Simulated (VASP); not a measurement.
# Si2W (P6_222) in VASP: a series of runs

Si2W is run at these levels: LDA; tasks: single point.

Program: VASP 6.6.1. These are calculated values, not measurements. Logs are shortened: lines on timing, memory, paths and dates and some standing lists are left out, and cuts for length are marked.

## 1. The cell of the first run

Symmetry: P6_222, No. 180, hexagonal system. Conventional cell: a = 4.551 Å, b = 4.551 Å, c = 6.567 Å, α = 90.00°, β = 90.00°, γ = 120.00°. Within 3.4 Å of Si (site symmetry 2) lie 9 Si at 2.54 to 3.19 Å and 5 W at 2.56 to 2.65 Å. W (site symmetry 222) has 10 Si at 2.56 to 2.65 Å and 4 W at 3.16 Å within 3.4 Å.

## 2. Single point, LDA

The input, INCAR:

```
SYSTEM = Si2W
PREC     = Accurate       ! precision mode
ENCUT    = 520            ! plane-wave cutoff, eV
EDIFF    = 1E-6           ! SCF threshold, eV
ISMEAR   = 0              ! smearing method
SIGMA    = 0.1            ! smearing width, eV
LREAL    = .FALSE.        ! projectors in reciprocal space
LASPH    = .TRUE.         ! aspherical terms in the spheres
NELM     = 80             ! most SCF steps
ALGO     = Normal         ! electronic algorithm
ISIF     = 2              ! what is computed and relaxed
LWAVE    = .FALSE.        ! write WAVECAR
LCHARG   = .FALSE.        ! write CHGCAR
NBANDS   = 43             ! bands
```

The input, KPOINTS:

```
regular mesh
0
G
  12 12 8
  0 0 0
```

The input, POSCAR:

```
Si2W
1.0
    4.5514839264      0.0000000000      0.0000000000
   -2.2757419632      3.9417007052      0.0000000000
    0.0000000000      0.0000000000      6.5671269824
Si W
6 3
Direct
    0.8361180924      0.6722361847      0.5000000000
    0.1638819076      0.8361180924      0.8333333333
    0.6722361847      0.8361180924      0.1666666667
    0.1638819076      0.3277638153      0.5000000000
    0.8361180924      0.1638819076      0.8333333333
    0.3277638153      0.1638819076      0.1666666667
    0.0000000000      0.5000000000      0.1666666667
    0.5000000000      0.5000000000      0.8333333333
    0.5000000000      0.0000000000      0.5000000000
```

Potentials or basis: VASP PAW LDA potentials, release 64 (Si, W_sv).

Run with:

```bash
$ cat potpaw_LDA.64/Si/POTCAR potpaw_LDA.64/W_sv/POTCAR > POTCAR
$ mpirun -np 1 vasp_std > vasp.out
```

OUTCAR:

```text
SYSTEM = Si2W
   PREC = Accurate
   ENCUT = 520
   EDIFF = 1E-6
   ISMEAR = 0
   LREAL = .FALSE.
   LASPH = .TRUE.
   NELM = 80
   ISIF = 2

 ion  position               nearest neighbor table
   1  0.836  0.672  0.500-   2 2.54   3 2.54   7 2.56   8 2.56   4 2.58   9 2.62   9 2.62   9 2.65
                             4 2.65   4 2.65   6 3.13   5 3.13
   2  0.164  0.836  0.833-   1 2.54   6 2.54   9 2.56   7 2.56   5 2.58   8 2.62   8 2.62   8 2.65
                             5 2.65   5 2.65   4 3.13   3 3.13
   3  0.672  0.836  0.167-   1 2.54   5 2.54   9 2.56   8 2.56   6 2.58   7 2.62   7 2.62   7 2.65
                             6 2.65   6 2.65   4 3.13   2 3.13
   4  0.164  0.328  0.500-   5 2.54   6 2.54   7 2.56   8 2.56   1 2.58   9 2.62   9 2.62   9 2.65
                             1 2.65   1 2.65   3 3.13   2 3.13
   5  0.836  0.164  0.833-   4 2.54   3 2.54   9 2.56   7 2.56   2 2.58   8 2.62   8 2.62   8 2.65
                             2 2.65   2 2.65   1 3.13   6 3.13
   6  0.328  0.164  0.167-   4 2.54   2 2.54   9 2.56   8 2.56   3 2.58   7 2.62   7 2.62   7 2.65
                             3 2.65   3 2.65   1 3.13   5 3.13
   7  0.000  0.500  0.167-   1 2.56   4 2.56   2 2.56   5 2.56   6 2.62   3 2.62   6 2.62   3 2.62
                             3 2.65   6 2.65   9 3.16   9 3.16   8 3.16   8 3.16
   8  0.500  0.500  0.833-   1 2.56   4 2.56   3 2.56   6 2.56   2 2.62   5 2.62   2 2.62   5 2.62
                             5 2.65   2 2.65   9 3.16   9 3.16   7 3.16   7 3.16
   9  0.500  0.000  0.500-   3 2.56   6 2.56   5 2.56   2 2.56   4 2.62   1 2.62   4 2.62   1 2.62
                             4 2.65   1 2.65   7 3.16   8 3.16   8 3.16   7 3.16

  LATTYP: Found a hexagonal cell.
 ALAT       =     4.5514839264
 C/A-ratio  =     1.4428540425

  Lattice vectors:

 A1 = (   4.5514839264,   0.0000000000,   0.0000000000)
 A2 = (  -2.2757419632,   3.9417007052,   0.0000000000)
 A3 = (   0.0000000000,   0.0000000000,   6.5671269824)

Analysis of symmetry for initial positions (statically):
=====================================================================
 Subroutine PRICEL returns:
 Original cell was already a primitive cell.

 Routine SETGRP: Setting up the symmetry group for a
 hexagonal supercell.

 Subroutine GETGRP returns: Found 12 space group operations
 (whereof  4 operations were pure point group operations)
 out of a pool of 24 trial point group operations.

The static configuration has the point symmetry D_2 .
 The point group associated with its full space group is D_6 .

Analysis of symmetry for dynamics (positions and initial velocities):
=====================================================================
 Subroutine PRICEL returns:
 Original cell was already a primitive cell.

 Routine SETGRP: Setting up the symmetry group for a
 hexagonal supercell.

 Subroutine GETGRP returns: Found 12 space group operations
 (whereof  4 operations were pure point group operations)
 out of a pool of 24 trial point group operations.

The dynamic configuration has the point symmetry D_2 .
 The point group associated with its full space group is D_6 .

 Subroutine INISYM returns: Found 12 space group operations
 (whereof  4 operations are pure point group operations),
 and found     1 'primitive' translations

----------------------------------------------------------------------------------------

                                     Primitive cell

  volume of cell :     117.8181

  direct lattice vectors                    reciprocal lattice vectors
     4.551483926  0.000000000  0.000000000     0.219708565  0.126848799  0.000000000
    -2.275741963  3.941700705  0.000000000     0.000000000  0.253697598  0.000000000
     0.000000000  0.000000000  6.567126982     0.000000000  0.000000000  0.152273590

  length of vectors
     4.551483926  4.551483926  6.567126982     0.253697598  0.253697598  0.152273590

  position of ions in fractional coordinates (direct lattice)
     0.836118092  0.672236185  0.500000000
     0.163881908  0.836118092  0.833333333
     0.672236185  0.836118092  0.166666667
     0.163881908  0.327763815  0.500000000
     0.836118092  0.163881908  0.833333333
     0.327763815  0.163881908  0.166666667
     1.000000000  0.500000000  0.166666667
     0.500000000  0.500000000  0.833333333
     0.500000000  0.000000000  0.500000000

  ion indices of the primitive-cell ions
   primitive index   ion index
                 1           1
                 2           2
                 3           3
                 4           4
                 5           5
                 6           6
                 7           7
                 8           8
                 9           9

----------------------------------------------------------------------------------------

 KPOINTS: regular mesh

Automatic generation of k-mesh.
 Grid dimensions read from file:
 generate k-points for:   12   12    8

 Generating k-lattice:

  Cartesian coordinates                     Fractional coordinates (reciprocal lattice)
     0.018309047  0.010570733  0.000000000     0.083333333  0.000000000  0.000000000
     0.000000000  0.021141466  0.000000000     0.000000000  0.083333333  0.000000000
     0.000000000  0.000000000  0.019034199     0.000000000  0.000000000  0.125000000

  Length of vectors
     0.021141466  0.021141466  0.019034199

  Shift w.r.t. Gamma in fractional coordinates (k-lattice)
     0.000000000  0.000000000  0.000000000

 Subroutine IBZKPT returns following result:
 ===========================================

 Found     95 irreducible k-points:

 Following reciprocal coordinates:
            Coordinates               Weight
  0.000000  0.000000  0.000000      1.000000
  0.083333  0.000000  0.000000      6.000000
  0.166667 -0.000000  0.000000      6.000000
  0.250000  0.000000  0.000000      6.000000
  0.333333  0.000000  0.000000      6.000000
  0.416667  0.000000  0.000000      6.000000
[... 16 lines left out ...]
  0.250000  0.000000  0.125000     12.000000
  0.333333  0.000000  0.125000     12.000000
 [... further k-points ...]
   k-points           NKPTS =     95   k-points in BZ     NKDIM =     95   number of bands    NBANDS=     43
   number of dos      NEDOS =    301   number of ions     NIONS =      9
   total plane-waves  NPLWV =  64800
   dimension x,y,z NGX =    36 NGY =   36 NGZ =   50
   dimension x,y,z NGXF=    72 NGYF=   72 NGZF=  100
   ions per type =               6   3
   NGX,Y,Z   is equivalent  to a cutoff of  13.15, 13.15, 12.66 a.u.
   NGXF,Y,Z  is equivalent  to a cutoff of  26.30, 26.30, 25.31 a.u.
 SYSTEM =  Si2W
   PREC   = accura    normal or accurate (medium, high low for compatibility)
   ISTART =      0    job   : 0-new  1-cont  2-samecut
   ICHARG =      2    charge: 1-file 2-atom 10-const
   ISPIN  =      1    spin polarized calculation?
   LNONCOLLINEAR =      F non collinear calculations
   LSORBIT =      F    spin-orbit coupling
   LASPH  =      T    aspherical Exc in radial PAW
   ENCUT  =  520.0 eV  38.22 Ry    6.18 a.u.   8.46  8.46 12.21*2*pi/ulx,y,z
   NELM   =     80;   NELMIN=  2; NELMDL= -5     # of ELM steps
   EDIFF  = 0.1E-05   stopping-criterion for ELM
   LREAL  =      F    real-space projection
   EDIFFG = 0.1E-04   stopping-criterion for IOM
   NSW    =      0    number of steps for IOM
   IBRION =     -1    ionic relax: 0-MD 1-quasi-New 2-CG
   NFREE  =      0    steps in history (QN), initial steepest desc. (CG)
   ISIF   =      2    stress and relaxation
   ISYM   =      2    0-nonsym 1-usesym 2-fastsym
   POTIM  = 0.5000    time-step for ionic-motion
   TEBEG  =    0.0;   TEEND  =   0.0 temperature during run
   PSTRESS=    0.0 pullay stress
   NELECT =      66.0000    total number of electrons
   NUPDOWN=      -1.0000    fix difference up-down
   EMIN   =  10.00;   EMAX   =-10.00  energy-range for DOS
   EFERMI =   0.00;   METHOD = LEGACY
   ISMEAR =     0;   SIGMA  =   0.10  broadening in eV -4-tet -1-fermi 0-gaus
   EFERMI_NEDOS =   21; number of points for ismear=-14 and -15
   IALGO  =     38    algorithm
   IMIX   =      4    mixing-type and parameters
     AMIX     =   0.40;   BMIX     =  1.00
     AMIX_MAG =   1.60;   BMIX_MAG =  1.00
  volume/ion in A,a.u.               =      13.09        88.34
  Fermi-wavevector in a.u.,A,eV,Ry     =   1.349539  2.550259 24.779687  1.821256
  Thomas-Fermi vector in A             =   2.477118
   LORBIT       =      0    0 simple, 1 ext, 2 COOP (PROOUT), +10 PAW based schemes
   GGA     = CA    functional components
   LHFCALC =     F    Hartree Fock is set to
   AEXX    =    0.0000 exact exchange contribution
   IVDW    =     0    specifies the selected vdW correction
   LEPSILON=     F    determine dielectric tensor
   LRPA    =     F    only Hartree local field effects (RPA)
 non-spin polarized calculation
 Gauss-broadening in eV      SIGMA  =   0.10
  energy-cutoff  :      520.00
  volume of cell :      117.82
 maximum number of plane-waves:      3216
 NGX is ok and might be reduce to    36
   NGX = 17   NGY = 17   NGZ = 25

 number of electron      65.9999997 magnetization

 Free energy of the ion-electron system (eV)
  ---------------------------------------------------
  ext. energy  EPLUGINS =         0.00000000
  ---------------------------------------------------
  free energy    TOTEN  =       -81.47786414 eV

  energy without entropy =      -81.47715020  energy(sigma->0) =      -81.47750717

 E-fermi :  12.9315     XC(G=0): -12.7847

 val. band max:       12.9112200272   @ k =   0.5000   0.0000   0.0000
 cond. band min:      12.9358203786   @ k =   0.5000   0.0000   0.5000
 fundamental gap:      0.0246003514
 Fermi energy:        12.9315048548

 k-point     1 :       0.0000    0.0000    0.0000
  band No.  band energies     occupation
      1     -60.9217      2.00000
      2     -60.9066      2.00000
      3     -60.9066      2.00000
      4     -25.5934      2.00000
      5     -25.5881      2.00000
      6     -25.5881      2.00000
[... 35 lines left out ...]
     42      15.9657      0.00000
     43      16.3722      0.00000
[... 1017 lines left out ...]
      3     -60.9061      2.00000
      4     -25.6352      2.00000
      5     -25.6142      2.00000
      6     -25.5711      2.00000
[... 35 lines left out ...]
     42      16.3166      0.00000
     43      16.4468      0.00000

 [... further k-points ...]
[... 5 lines left out ...]
  --------------------------------------------------------------------------------------
  -------------------------------------------------------------------------------------
  Total        0.5295778      0.5295778      0.5316724      0.0000000     -0.0000000      0.0000000
  in kB        7.2015879      7.2015879      7.2300717      0.0000000     -0.0000000      0.0000000
  external PRESSURE =       7.2110825 kB  Pullay stress =       0.0000000 kB

 VOLUME and BASIS-vectors are now :
 -----------------------------------------------------------------------------
  energy-cutoff  :      520.00
  volume of cell :      117.82
      direct lattice vectors                 reciprocal lattice vectors
     4.551483926  0.000000000  0.000000000     0.219708565  0.126848799  0.000000000
    -2.275741963  3.941700705  0.000000000     0.000000000  0.253697598  0.000000000
     0.000000000  0.000000000  6.567126982     0.000000000  0.000000000  0.152273590

 POSITION                                       TOTAL-FORCE (eV/Angst)
 -----------------------------------------------------------------------------------
      2.27574      2.64975      3.28356        -0.000000      0.008170     -0.000000
     -1.15688      3.29573      5.47261        -0.007075      0.004085     -0.000000
      1.15688      3.29573      1.09452         0.007075      0.004085     -0.000000
     -0.00000      1.29195      3.28356        -0.000000     -0.008170     -0.000000
      3.43263      0.64597      5.47261         0.007075     -0.004085      0.000000
      1.11886      0.64597      1.09452        -0.007075     -0.004085     -0.000000
     -1.13787      1.97085      1.09452        -0.000000      0.000000     -0.000000
      1.13787      1.97085      5.47261        -0.000000      0.000000      0.000000
      2.27574      0.00000      3.28356        -0.000000      0.000000     -0.000000
 -----------------------------------------------------------------------------------
    total drift:                               -0.000000     -0.000000      0.000000

  FREE ENERGIE OF THE ION-ELECTRON SYSTEM (eV)
  ---------------------------------------------------
  free  energy   TOTEN  =       -81.4778641409 eV

  energy  without entropy=      -81.4771502007  energy(sigma->0) =      -81.47750717
```

Wall time 9.7 min (1 thread of Intel Xeon 8259CL, shared host); peak memory 0.46 GiB.

Results:

- Free energy: -81.4779 eV
- Pressure: 0.7 GPa
- Largest force: 0.008 eV/Å
- Band gap on the k mesh: zero (bands 33 and 34 overlap by 0.02 eV)

Forces in eV/Å, atoms in the order of the input:
```
Si   0.000  0.008  0.000
Si  -0.007  0.004  0.000
Si   0.007  0.004  0.000
Si   0.000 -0.008  0.000
Si   0.007 -0.004  0.000
Si  -0.007 -0.004  0.000
W    0.000  0.000  0.000
W    0.000  0.000  0.000
W    0.000  0.000  0.000
```

Caveat: spin-orbit coupling is left out, which moves the levels of the heavy elements.

## 3. Single point, LDA

The input, INCAR:

```
SYSTEM = Si2W
ALGO     = Normal         ! electronic algorithm
EDIFF    = 1E-6           ! SCF threshold, eV
ENCUT    = 520            ! plane-wave cutoff, eV
GGA      = CA             ! functional
ISIF     = 2              ! what is computed and relaxed
ISMEAR   = -1             ! smearing method
LASPH    = .True.         ! aspherical terms in the spheres
LCHARG   = .True.         ! write CHGCAR
LELF     = .True.         ! ELF
LREAL    = .False.        ! projectors in reciprocal space
LVHAR    = .True.       
LWAVE    = .False.        ! write WAVECAR
NBANDS   = 43             ! bands
NELM     = 100            ! most SCF steps
PREC     = Accurate       ! precision mode
SIGMA    = 0.15           ! smearing width, eV
```

The input, KPOINTS:

```
k-points
0
Gamma
  12 12 8
  0 0 0
```

The input, POSCAR:

```
Si2W
1.0
    4.5552820583      0.0000000000      0.0000000000
   -2.2776410291      3.9449899839      0.0000000000
    0.0000000000      0.0000000000      6.5611508756
Si W
6 3
Direct
    0.8363017936      0.6726035872      0.5000000000
    0.1636982064      0.8363017936      0.8333333333
    0.6726035872      0.8363017936      0.1666666667
    0.1636982064      0.3273964128      0.5000000000
    0.8363017936      0.1636982064      0.8333333333
    0.3273964128      0.1636982064      0.1666666667
    0.0000000000      0.5000000000      0.1666666667
    0.5000000000      0.5000000000      0.8333333333
    0.5000000000      0.0000000000      0.5000000000
```

Potentials or basis: VASP PAW LDA potentials, release 64 (Si, W_sv).

Run with:

```bash
$ cat potpaw_LDA.64/Si/POTCAR potpaw_LDA.64/W_sv/POTCAR > POTCAR
$ mpirun -np 1 vasp_std > vasp.out
```

It took 9.6 min on 1 thread of Intel Xeon 8259CL, shared host; peak memory 0.45 GiB.

Results (log left out):

```yaml
Free_energy: -81.5029 eV
Pressure: 0.7 GPa
Largest_force: 0.006 eV/Å
Band_gap_on_the_k_mesh: zero (bands 33 and 34 overlap by 0.03 eV)
```

Forces on the atoms (eV/Å):
```
Si   0.000  0.006  0.000
Si  -0.005  0.003  0.000
Si   0.005  0.003  0.000
Si   0.000 -0.006  0.000
Si   0.005 -0.003  0.000
Si  -0.005 -0.003  0.000
W    0.000  0.000  0.000
W    0.000  0.000  0.000
W    0.000  0.000  0.000
```

Levels at points of the mesh, in eV from the Fermi level:
| k point | band 30 | band 31 | band 32 | band 33 | band 34 | band 35 | band 36 | band 37 |
| --- | --- | --- | --- | --- | --- | --- | --- | --- |
| (0.00, 0.00, 0.00) | -3.37 | -3.00 | -2.51 | -0.94 | 2.35 | 2.35 | 2.42 | 2.59 |
| (0.50, 0.00, 0.00) | -2.34 | -1.69 | -1.15 | -0.63 | 0.06 | 0.86 | 0.97 | 1.12 |
| (0.00, 0.00, 0.50) | -2.67 | -2.49 | -0.72 | -0.72 | 1.94 | 2.24 | 2.24 | 2.43 |
| (0.50, 0.00, 0.50) | -2.96 | -2.13 | -1.27 | 0.08 | 0.72 | 1.16 | 1.38 | 1.55 |

Caveat: spin-orbit coupling is left out, which moves the levels of the heavy elements.
